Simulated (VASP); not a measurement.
Runs of VASP 6.6.1 on Mg. The structure is that of space group P6_3/mmc (No. 194), or close to it. The cells are those of the table. 

| task | cell | k mesh | cutoff (eV) | gap on the mesh (eV) | pressure (GPa) |
| --- | --- | --- | --- | --- | --- |
| single point | a = 3.188, b = 3.188, c = 10.370 Å, angles 90.0, 90.0, 120.0°, 4 atoms | 13 × 13 × 4 | 520 | none | (b) |
| single point | a = 3.097, b = 3.097, c = 10.074 Å, angles 90.0, 90.0, 120.0°, 4 atoms | 13 × 13 × 4 | 520 | none | (a) |
| single point | a = 3.232, b = 3.232, c = 10.512 Å, angles 90.0, 90.0, 120.0°, 4 atoms | 13 × 13 × 4 | 520 | none | -0.1 |
| single point | a = 3.232, b = 3.232, c = 10.512 Å, angles 90.0, 90.0, 120.0°, 4 atoms | 11 × 11 × 3 | 520 | none | -0.2 |
| single point | a = 3.274, b = 3.274, c = 10.651 Å, angles 90.0, 90.0, 120.0°, 4 atoms | 13 × 13 × 4 | 520 | none | -1.3 |
| single point | a = 3.232, b = 3.232, c = 10.512 Å, angles 90.0, 90.0, 120.0°, 4 atoms | 15 × 15 × 4 | 520 | none | -0.1 |
| single point | a = 3.143, b = 3.143, c = 10.224 Å, angles 90.0, 90.0, 120.0°, 4 atoms | 13 × 13 × 4 | 520 | none | 3.2 |
| single point | a = 3.316, b = 3.316, c = 10.786 Å, angles 90.0, 90.0, 120.0°, 4 atoms | 13 × 13 × 4 | 520 | none | -2.3 |
| single point | a = 3.356, b = 3.356, c = 10.917 Å, angles 90.0, 90.0, 120.0°, 4 atoms | 13 × 13 × 4 | 520 | none | -3.1 |
| relaxation of cell and atoms | relaxed from a = 3.203, b = 3.203, c = 10.461 Å, angles 90.0, 90.0, 120.0°, 4 atoms | 11 × 11 × 3 | 600 | none | 0.0 |

Alike in all rows: level RPBE; potentials or basis VASP PAW PBE potentials, release 64 (Mg); no spin polarisation; smearing fermi-dirac 0.1 eV.

Q: Estimate the missing entries.

A: (a) 5.4; (b) 1.4.

Caveats: the PAW data sets were made with another functional, which shifts forces and pressure a little; the cell stands under pressure (at least some runs); the cell stands under tension (at least some runs).

A gap of «none» marks levels without a gap at the run's occupations.
